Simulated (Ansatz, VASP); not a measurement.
# HPt6: VASP beside Ansatz

```
Pt H
1.0
     5.61433    0.00000    0.00000
     0.00000    5.61433    0.00000
     0.00000    0.00000   21.85138
Pt H
12 2
Direct
  0.25000 0.25000 0.18305
  0.25000 0.75000 0.18305
  0.75000 0.25000 0.18305
  0.75000 0.75000 0.18305
  0.00000 0.00000 0.27121
  0.00000 0.50000 0.27121
  0.50000 0.00000 0.27121
  0.50000 0.50000 0.27121
  0.25000 0.25000 0.35931
  0.25000 0.75000 0.35931
  0.75000 0.25000 0.35931
  0.75000 0.75000 0.35931
  0.83533 0.00000 0.43848
  0.16467 0.00000 0.43848
```

Alike in both runs: task single point; functional PBE; k mesh 5 × 5 × 1; occupations gaussian, width 0.1 eV; no spin polarisation.

```csv
,VASP,Ansatz
version,VASP 6.6.1,Ansatz 0.2.0
potentials or method,"VASP PAW PBE potentials, release 64 (Pt, H), cutoff 520 eV","scalar-relativistic, plane waves, PAW"
valence electrons in the cell,122,218
```

Ansatz gave:

* gap on the k mesh at the Fermi level (eV): none
* rms of the force components (eV/Å): 0.600

Q: Which values does VASP return?

A: gap on the k mesh at the Fermi level (eV): none; rms of the force components (eV/Å): 0.596.

Atom by atom the forces differ by 0.009 eV/Å (rms over components). A gap of «none» marks a metal or a gap that the smearing closes. VASP's potentials hold 122 valence electrons a cell and Ansatz's 218, so a difference there can come from the potentials and not from the codes.

Spin-orbit coupling is off throughout.
